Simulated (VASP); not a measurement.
# B in VASP: further runs

B is run at these levels: PBE; tasks: single point.

Everything below comes from runs of VASP 6.6.1. Logs are shortened: lines on timing, memory, paths and dates and some standing lists are left out, and cuts for length are marked.

### 1 The cell of the first run

The cell holds a sheet with vacuum, 6 atoms: a = 3.643 Å, b = 3.643 Å, c = 16.000 Å, α = 90.00°, β = 90.00°, γ = 90.00°.

The cell was built from a structure type or drawn by symmetry, and may not be a known phase.

### 2 Single point, PBE

Input file INCAR:

```
SYSTEM = B
  PREC = Accurate
  ENCUT = 420
  EDIFF = 1E-6
  ISMEAR = 0
  SIGMA = 0.1
  LREAL = .FALSE.
  LASPH = .TRUE.
  NELM = 120
  ALGO = Normal
  ISIF = 2
  LWAVE = .FALSE.
  LCHARG = .FALSE.
  LDIPOL = .TRUE.
  IDIPOL = 3
  DIPOL = 0.5 0.5 0.500
  GGA = PE
  NBANDS = 18
  GGA_COMPAT = .FALSE.
  NELMDL = -8
```

Input file KPOINTS:

```
regular mesh
0
G
  6 6 1
  0 0 0
```

Input file POSCAR:

```
B
1.0
    3.6433310000      0.0000000000      0.0000000000
    0.0000000000      3.6433310000      0.0000000000
    0.0000000000      0.0000000000     16.0000000000
B
6
Direct
    0.7227046200      0.0000000000      0.5000000000
    0.2772953800      0.0000000000      0.5000000000
    0.0000000000      0.7227046200      0.5000000000
    0.0000000000      0.2772953800      0.5000000000
    0.5000000000      0.5000000000      0.4497460700
    0.5000000000      0.5000000000      0.5502539300
```

Potentials or basis: VASP PAW PBE potentials, release 64 (B).

The run is started by

```sh
$ cat potpaw_PBE.64/B/POTCAR > POTCAR
$ mpirun -np 1 vasp_std > vasp.out
```

OUTCAR:

```text
SYSTEM = B
   PREC = Accurate
   ENCUT = 420
   EDIFF = 1E-6
   ISMEAR = 0
   LREAL = .FALSE.
   LASPH = .TRUE.
   NELM = 120
   ISIF = 2
   GGA = PE
   NELMDL = -8

 ion  position               nearest neighbor table
   1  0.723  0.000  0.500-   3 1.43   4 1.43   2 1.62   2 2.02   5 2.15   6 2.15   5 2.15   6 2.15

   2  0.277  0.000  0.500-   3 1.43   4 1.43   1 1.62   1 2.02   6 2.15   5 2.15   6 2.15   5 2.15

   3  0.000  0.723  0.500-   1 1.43   2 1.43   4 1.62   4 2.02   5 2.15   6 2.15   5 2.15   6 2.15

   4  0.000  0.277  0.500-   1 1.43   2 1.43   3 1.62   3 2.02   6 2.15   5 2.15   5 2.15   6 2.15

   5  0.500  0.500  0.450-   6 1.61   2 2.15   3 2.15   4 2.15   1 2.15   1 2.15   2 2.15   3 2.15
                             4 2.15
   6  0.500  0.500  0.550-   5 1.61   2 2.15   3 2.15   4 2.15   1 2.15   1 2.15   2 2.15   3 2.15
                             4 2.15

  LATTYP: Found a simple tetragonal cell.
 ALAT       =     3.6433310000
 C/A-ratio  =     4.3915856122

  Lattice vectors:

 A1 = (   3.6433310000,   0.0000000000,   0.0000000000)
 A2 = (   0.0000000000,   3.6433310000,   0.0000000000)
 A3 = (   0.0000000000,   0.0000000000,  16.0000000000)

Analysis of symmetry for initial positions (statically):
=====================================================================
 Subroutine PRICEL returns:
 Original cell was already a primitive cell.

 Routine SETGRP: Setting up the symmetry group for a
 simple tetragonal supercell.

 Subroutine GETGRP returns: Found 16 space group operations
 (whereof 16 operations were pure point group operations)
 out of a pool of 16 trial point group operations.

The static configuration has the point symmetry D_4h.

Analysis of symmetry for dynamics (positions and initial velocities):
=====================================================================
 Subroutine PRICEL returns:
 Original cell was already a primitive cell.

 Routine SETGRP: Setting up the symmetry group for a
 simple tetragonal supercell.

 Subroutine GETGRP returns: Found 16 space group operations
 (whereof 16 operations were pure point group operations)
 out of a pool of 16 trial point group operations.

The dynamic configuration has the point symmetry D_4h.

 Subroutine INISYM returns: Found 16 space group operations
 (whereof 16 operations are pure point group operations),
 and found     1 'primitive' translations

----------------------------------------------------------------------------------------

                                     Primitive cell

  volume of cell :     212.3818

  direct lattice vectors                    reciprocal lattice vectors
     3.643331000  0.000000000  0.000000000     0.274474101  0.000000000  0.000000000
     0.000000000  3.643331000  0.000000000     0.000000000  0.274474101  0.000000000
     0.000000000  0.000000000 16.000000000     0.000000000  0.000000000  0.062500000

  length of vectors
     3.643331000  3.643331000 16.000000000     0.274474101  0.274474101  0.062500000

  position of ions in fractional coordinates (direct lattice)
     0.722704620  0.000000000  0.500000000
     0.277295380  0.000000000  0.500000000
     0.000000000  0.722704620  0.500000000
     0.000000000  0.277295380  0.500000000
     0.500000000  0.500000000  0.449746070
     0.500000000  0.500000000  0.550253930

  ion indices of the primitive-cell ions
   primitive index   ion index
                 1           1
                 2           2
                 3           3
                 4           4
                 5           5
                 6           6

----------------------------------------------------------------------------------------

 KPOINTS: regular mesh

Automatic generation of k-mesh.
 Grid dimensions read from file:
 generate k-points for:    6    6    1

 Generating k-lattice:

  Cartesian coordinates                     Fractional coordinates (reciprocal lattice)
     0.045745683  0.000000000  0.000000000     0.166666667  0.000000000  0.000000000
     0.000000000  0.045745683  0.000000000     0.000000000  0.166666667  0.000000000
     0.000000000  0.000000000  0.062500000     0.000000000  0.000000000  1.000000000

  Length of vectors
     0.045745683  0.045745683  0.062500000

  Shift w.r.t. Gamma in fractional coordinates (k-lattice)
     0.000000000  0.000000000  0.000000000

 Subroutine IBZKPT returns following result:
 ===========================================

 Found     10 irreducible k-points:

 Following reciprocal coordinates:
            Coordinates               Weight
  0.000000  0.000000  0.000000      1.000000
  0.166667  0.000000  0.000000      4.000000
  0.333333  0.000000  0.000000      4.000000
  0.500000  0.000000  0.000000      2.000000
  0.166667  0.166667  0.000000      4.000000
  0.333333  0.166667  0.000000      8.000000
  0.500000  0.166667  0.000000      4.000000
  0.333333  0.333333  0.000000      4.000000
  0.500000  0.333333  0.000000      4.000000
  0.500000  0.500000  0.000000      1.000000
   k-points           NKPTS =     10   k-points in BZ     NKDIM =     10   number of bands    NBANDS=     18
   number of dos      NEDOS =    301   number of ions     NIONS =      6
   total plane-waves  NPLWV =  62208
   dimension x,y,z NGX =    24 NGY =   24 NGZ =  108
   dimension x,y,z NGXF=    48 NGYF=   48 NGZF=  216
   ions per type =               6
   NGX,Y,Z   is equivalent  to a cutoff of  10.95, 10.95, 11.22 a.u.
   NGXF,Y,Z  is equivalent  to a cutoff of  21.90, 21.90, 22.44 a.u.
 SYSTEM =  B
   PREC   = accura    normal or accurate (medium, high low for compatibility)
   ISTART =      0    job   : 0-new  1-cont  2-samecut
   ICHARG =      2    charge: 1-file 2-atom 10-const
   ISPIN  =      1    spin polarized calculation?
   LNONCOLLINEAR =      F non collinear calculations
   LSORBIT =      F    spin-orbit coupling
   LASPH  =      T    aspherical Exc in radial PAW
   ENCUT  =  420.0 eV  30.87 Ry    5.56 a.u.   6.09  6.09 26.74*2*pi/ulx,y,z
   NELM   =    120;   NELMIN=  2; NELMDL= -8     # of ELM steps
   EDIFF  = 0.1E-05   stopping-criterion for ELM
   LREAL  =      F    real-space projection
   EDIFFG = 0.1E-04   stopping-criterion for IOM
   NSW    =      0    number of steps for IOM
   IBRION =     -1    ionic relax: 0-MD 1-quasi-New 2-CG
   NFREE  =      0    steps in history (QN), initial steepest desc. (CG)
   ISIF   =      2    stress and relaxation
   ISYM   =      2    0-nonsym 1-usesym 2-fastsym
   POTIM  = 0.5000    time-step for ionic-motion
   TEBEG  =    0.0;   TEEND  =   0.0 temperature during run
   PSTRESS=    0.0 pullay stress
   NELECT =      18.0000    total number of electrons
   NUPDOWN=      -1.0000    fix difference up-down
   EMIN   =  10.00;   EMAX   =-10.00  energy-range for DOS
   EFERMI =   0.00;   METHOD = LEGACY
   ISMEAR =     0;   SIGMA  =   0.10  broadening in eV -4-tet -1-fermi 0-gaus
   EFERMI_NEDOS =   21; number of points for ismear=-14 and -15
   IALGO  =     38    algorithm
   IMIX   =      4    mixing-type and parameters
     AMIX     =   0.40;   BMIX     =  1.00
     AMIX_MAG =   1.60;   BMIX_MAG =  1.00
  volume/ion in A,a.u.               =      35.40       238.87
  Fermi-wavevector in a.u.,A,eV,Ry     =   0.719107  1.358914  7.035766  0.517114
  Thomas-Fermi vector in A             =   1.808217
   LORBIT       =      0    0 simple, 1 ext, 2 COOP (PROOUT), +10 PAW based schemes
   GGA     = PE    functional components
   LHFCALC =     F    Hartree Fock is set to
   AEXX    =    0.0000 exact exchange contribution
   IVDW    =     0    specifies the selected vdW correction
   LEPSILON=     F    determine dielectric tensor
   LRPA    =     F    only Hartree local field effects (RPA)
 non-spin polarized calculation
 Gauss-broadening in eV      SIGMA  =   0.10
  energy-cutoff  :      420.00
  volume of cell :      212.38
 maximum number of plane-waves:      4176
   NGX = 13   NGY = 13   NGZ = 53

 number of electron      17.9999999 magnetization

 dipolmoment           0.000000      0.000000      0.000000 electrons x Angstroem

 Free energy of the ion-electron system (eV)
  ---------------------------------------------------
  ext. energy  EPLUGINS =         0.00000000
  ---------------------------------------------------
  free energy    TOTEN  =       -25.88603195 eV

  energy without entropy =      -25.87261016  energy(sigma->0) =      -25.87932105

 E-fermi :  -3.0945     XC(G=0):  -3.3177

 val. band max:       -3.1305281196   @ k =   0.3333   0.3333   0.0000
 cond. band min:      -2.9614049932   @ k =   0.5000   0.3333   0.0000
 fundamental gap:      0.1691231264
 Fermi energy:        -3.0945062832

 k-point     1 :       0.0000    0.0000    0.0000
  band No.  band energies     occupation
      1     -18.4476      2.00000
      2     -12.8223      2.00000
      3     -10.4457      2.00000
      4     -10.4457      2.00000
      5     -10.1622      2.00000
      6      -8.3028      2.00000
[... 10 lines left out ...]
     17       2.0806      0.00000
     18       3.3568      0.00000

 k-point     2 :       0.1667    0.0000    0.0000
  band No.  band energies     occupation
      1     -18.2325      2.00000
      2     -13.6265      2.00000
      3     -10.6504      2.00000
      4     -10.2947      2.00000
      5      -9.8887      2.00000
      6      -7.0976      2.00000
[... 10 lines left out ...]
     17       3.2541      0.00000
     18       3.5814      0.00000

 k-point     3 :       0.3333    0.0000    0.0000
  band No.  band energies     occupation
      1     -17.5936      2.00000
      2     -15.1392      2.00000
      3     -10.6536      2.00000
      4      -9.9158      2.00000
      5      -9.0753      2.00000
      6      -6.2827      2.00000
[... 118 lines left out ...]
 k-point     9 :       0.5000    0.3333    0.0000
  band No.  band energies     occupation
      1     -16.0840      2.00000
      2     -15.5979      2.00000
      3     -12.8304      2.00000
      4     -12.5061      2.00000
      5      -6.7392      2.00000
      6      -6.5115      2.00000
[... 10 lines left out ...]
     17       5.1458      0.00000
     18       5.4572      0.00000

 k-point    10 :       0.5000    0.5000    0.0000
  band No.  band energies     occupation
      1     -15.7662      2.00000
      2     -15.0266      2.00000
      3     -13.4850      2.00000
      4     -13.4850      2.00000
      5      -5.4082      2.00000
      6      -5.3016      2.00000
[... 10 lines left out ...]
     17       5.8304      0.00000
     18       6.5981      0.00000

------------------------ aborting loop because EDIFF is reached ----------------------------------------

 vacuum level on the upper side and lower side of the slab       (xc-potential included)        -0.113        -0.113

  FORCE on cell =-STRESS in cart. coord.  units (eV):
  Direction    XX          YY          ZZ          XY          YZ          ZX
  --------------------------------------------------------------------------------------
  -------------------------------------------------------------------------------------
  Total       19.8802674     19.8802674     -0.9035136      0.0000000      0.0000000      0.0000000
  in kB      149.9738578    149.9738578     -6.8159755      0.0000000      0.0000000      0.0000000
  external PRESSURE =      97.7105800 kB  Pullay stress =       0.0000000 kB

 VOLUME and BASIS-vectors are now :
 -----------------------------------------------------------------------------
  energy-cutoff  :      420.00
  volume of cell :      212.38
      direct lattice vectors                 reciprocal lattice vectors
     3.643331000  0.000000000  0.000000000     0.274474101  0.000000000  0.000000000
     0.000000000  3.643331000  0.000000000     0.000000000  0.274474101  0.000000000
     0.000000000  0.000000000 16.000000000     0.000000000  0.000000000  0.062500000

 POSITION                                       TOTAL-FORCE (eV/Angst)
 -----------------------------------------------------------------------------------
      2.63305      0.00000      8.00000        -9.633020      0.000000      0.000000
      1.01028      0.00000      8.00000         9.633020      0.000000      0.000000
      0.00000      2.63305      8.00000        -0.000000     -9.633020      0.000000
      0.00000      1.01028      8.00000         0.000000      9.633020      0.000000
      1.82167      1.82167      7.19594        -0.000000      0.000000      0.554243
      1.82167      1.82167      8.80406         0.000000      0.000000     -0.554243
 -----------------------------------------------------------------------------------
    total drift:                                0.000000      0.000000      0.000000

  FREE ENERGIE OF THE ION-ELECTRON SYSTEM (eV)
  ---------------------------------------------------
  free  energy   TOTEN  =       -25.8860319452 eV

  energy  without entropy=      -25.8726101571  energy(sigma->0) =      -25.87932105

 vacuum level on the upper side and lower side of the slab         2.291         2.291
```

Wall time 24 s (1 thread of Intel Xeon Platinum 8488C (Sapphire Rapids), shared host); peak memory 0.23 GiB.

What came out:

```yaml
Free_energy: -25.8860 eV
Largest_force: 9.633 eV/Å
Band_gap_on_the_k_mesh: zero (bands 9 and 10 overlap by 0.57 eV)
```

Forces on the atoms (eV/Å):
```
B   -9.633  0.000  0.000
B    9.633  0.000  0.000
B    0.000 -9.633  0.000
B    0.000  9.633  0.000
B    0.000  0.000  0.554
B    0.000  0.000 -0.554
```

Levels at points of the mesh, in eV from the Fermi level:
```csv
k point,band 7,band 8,band 9,band 10,band 11,band 12
"(0.00, 0.00, 0.00)",-1.46,-1.22,0.54,1.17,2.04,2.04
"(0.50, 0.00, 0.00)",-3.74,-2.57,-0.20,0.71,3.73,3.78
"(0.50, 0.50, 0.00)",-2.12,-2.12,0.31,0.79,0.79,2.73
```

### 3 Single point, PBE

This run uses another cell than the first one.

Input file INCAR:

```
ALGO = Normal ; DIPOL = 0.5 0.5 0.296
EDIFF = 1E-6 ; ENCUT = 420
GGA = PE ; GGA_COMPAT = False
IDIPOL = 3 ; ISIF = 2
ISMEAR = 0 ; LASPH = True
LCHARG = False ; LDIPOL = True
LREAL = False ; LWAVE = False
NBANDS = 18 ; NELM = 120
NELMDL = -8 ; PREC = Accurate
SIGMA = 0.1
```

Input file KPOINTS:

```
k-points
0
Gamma
  6 6 1
```

Input file POSCAR:

```
B
1.0
    4.0379447503      0.0000000000      0.0000000000
    0.0000000000      4.0379447503      0.0000000000
    0.0000000000      0.0000000000     27.0162515200
B
6
Direct
    0.7005534526      0.0000000000      0.2961180604
    0.2994465474      0.0000000000      0.2961180604
    0.0000000000      0.7005534526      0.2961180604
    0.0000000000      0.2994465474      0.2961180604
    0.5000000000      0.5000000000      0.2671933540
    0.5000000000      0.5000000000      0.3250427668
```

Potentials or basis: VASP PAW PBE potentials, release 64 (B).

The run is started by

```sh
$ cat potpaw_PBE.64/B/POTCAR > POTCAR
$ mpirun -np 1 vasp_std > vasp.out
```

Wall time 69 s (1 thread of Intel Xeon Platinum 8488C (Sapphire Rapids), shared host); peak memory 0.38 GiB.

Results (log left out):

| Quantity | Value |
| --- | --- |
| Free energy | -29.1194 eV |
| Largest force | 0.013 eV/Å |
| Band gap on the k mesh | zero (bands 9 and 10 overlap by 0.23 eV) |

Forces in eV/Å, atoms in the order of the input:
```
B    0.013  0.000  0.000
B   -0.013  0.000  0.000
B    0.000  0.013  0.000
B    0.000 -0.013  0.000
B    0.000  0.000 -0.005
B    0.000  0.000  0.005
```

Levels at points of the mesh, in eV from the Fermi level:
```
           k point  band 5  band 6  band 7  band 8  band 9  band 10  band 11  band 12  band 13  band 14
(0.00, 0.00, 0.00)   -5.58   -5.34   -1.62   -0.15   -0.11     1.36     2.55     2.55     2.75     2.75
(0.50, 0.00, 0.00)   -3.70   -3.63   -3.13   -2.95   -0.27     0.41     2.86     3.63     3.90     5.18
(0.50, 0.50, 0.00)   -2.33   -1.31   -1.31   -0.16    0.18     0.48     0.48     2.14     4.39     4.39
```

### 4 Single point, PBE

This run uses another cell than the first one.

Input file INCAR:

```
SYSTEM = B
  ALGO = Normal
  DIPOL = 0.5 0.5 0.296
  EDIFF = 1E-6
  ENCUT = 420
  GGA = PE
  GGA_COMPAT = .False.
  IDIPOL = 3
  ISIF = 2
  ISMEAR = 0
  LASPH = .True.
  LCHARG = .False.
  LDIPOL = .True.
  LREAL = .False.
  LWAVE = .False.
  NBANDS = 18
  NELM = 120
  NELMDL = -8
  PREC = Accurate
  SIGMA = 0.1
```

Input file KPOINTS:

```
k-points
0
Gamma
  10 10 1
  0 0 0
```

Input file POSCAR:

```
B
1.0
    4.0334432842      0.0000000000      0.0000000000
    0.0000000000      4.0334432842      0.0000000000
    0.0000000000      0.0000000000     27.0162515200
B
6
Direct
    0.7005328502      0.0000000000      0.2961180604
    0.2994671498      0.0000000000      0.2961180604
    0.0000000000      0.7005328502      0.2961180604
    0.0000000000      0.2994671498      0.2961180604
    0.5000000000      0.5000000000      0.2671165252
    0.5000000000      0.5000000000      0.3251195956
```

The run is started by

```sh
$ cat potpaw_PBE.64/B/POTCAR > POTCAR
$ mpirun -np 1 vasp_std > vasp.out
```

Run time: 2.2 min. Hardware: 1 thread of Intel Xeon Platinum 8488C (Sapphire Rapids), shared host; peak memory 0.41 GiB.

The run converged. Its results:

* Free energy: -29.1307 eV
* Largest force: 0.012 eV/Å
* Band gap on the k mesh: zero (bands 9 and 10 overlap by 0.35 eV)

Forces on the atoms (eV/Å):
```
B    0.000  0.000  0.000
B    0.000  0.000  0.000
B    0.000  0.000  0.000
B    0.000  0.000  0.000
B    0.000  0.000 -0.012
B    0.000  0.000  0.012
```

Levels at points of the mesh, in eV from the Fermi level:
| k point | band 7 | band 8 | band 9 | band 10 | band 11 | band 12 |
| --- | --- | --- | --- | --- | --- | --- |
| (0.00, 0.00, 0.00) | -1.57 | -0.12 | -0.08 | 1.40 | 2.59 | 2.59 |
| (0.50, 0.00, 0.00) | -3.10 | -2.92 | -0.23 | 0.44 | 2.91 | 3.69 |
| (0.50, 0.50, 0.00) | -1.28 | -0.12 | 0.23 | 0.51 | 0.51 | 2.18 |

### 5 Single point, PBE

This run uses another cell than the first one.

Input file INCAR:

```
SYSTEM = B
ALGO = Normal ; DIPOL = 0.5 0.5 0.296
EDIFF = 1E-6 ; ENCUT = 420
GGA = PE ; GGA_COMPAT = .False.
IDIPOL = 3 ; ISIF = 2
ISMEAR = 0 ; LASPH = .True.
LCHARG = .False. ; LDIPOL = .True.
LREAL = .False. ; LWAVE = .False.
NBANDS = 18 ; NELM = 120
NELMDL = -8 ; PREC = Accurate
SIGMA = 0.1
```

KPOINTS is that of step 4.

Input file POSCAR:

```
B
1.0
    4.0379447503      0.0000000000      0.0000000000
    0.0000000000      4.0379447503      0.0000000000
    0.0000000000      0.0000000000     27.0162515200
B
6
Direct
    0.7005534526      0.0000000000      0.2961180604
    0.2994465474      0.0000000000      0.2961180604
    0.0000000000      0.7005534526      0.2961180604
    0.0000000000      0.2994465474      0.2961180604
    0.5000000000      0.5000000000      0.2671933540
    0.5000000000      0.5000000000      0.3250427668
```

The run is started by

```sh
$ cat potpaw_PBE.64/B/POTCAR > POTCAR
$ mpirun -np 1 vasp_std > vasp.out
```

Run time: 2.2 min. Hardware: 1 thread of Intel Xeon Platinum 8488C (Sapphire Rapids), shared host; peak memory 0.42 GiB.

It converged, with:

- Free energy: -29.1304 eV
- Largest force: 0.091 eV/Å
- Band gap on the k mesh: zero (bands 9 and 10 overlap by 0.35 eV)

Forces on the atoms (eV/Å):
```
B    0.005  0.000  0.000
B   -0.005  0.000  0.000
B    0.000  0.005  0.000
B    0.000 -0.005  0.000
B    0.000  0.000 -0.091
B    0.000  0.000  0.091
```

Levels at points of the mesh, in eV from the Fermi level:
```csv
k point,band 6,band 7,band 8,band 9,band 10,band 11,band 12,band 13
"(0.00, 0.00, 0.00)",-5.30,-1.59,-0.11,-0.08,1.40,2.60,2.60,2.79
"(0.50, 0.00, 0.00)",-3.58,-3.10,-2.90,-0.24,0.44,2.90,3.67,3.94
"(0.50, 0.50, 0.00)",-1.26,-1.26,-0.12,0.22,0.51,0.51,2.17,4.43
```

### 6 The runs side by side

| cell | k mesh | gap on the mesh (eV) | largest force (eV/Å) |
| --- | --- | --- | --- |
| a = 3.643, b = 3.643, c = 16.000 Å, 6 atoms, atomic positions A | 6 × 6 × 1 | none | 9.63 |
| a = 4.038, b = 4.038, c = 27.016 Å, 6 atoms, atomic positions B | 6 × 6 × 1 | none | 0.01 |
| a = 4.033, b = 4.033, c = 27.016 Å, 6 atoms, atomic positions B | 10 × 10 × 1 | none | 0.01 |
| a = 4.038, b = 4.038, c = 27.016 Å, 6 atoms, atomic positions B | 10 × 10 × 1 | none | 0.09 |

Alike in all rows: task single point; level PBE; potentials or basis VASP PAW PBE potentials, release 64 (B); no spin polarisation; cutoff (eV) 420; smearing gaussian 0.1 eV.

Absolute energies hang on the potentials; compare differences alone.
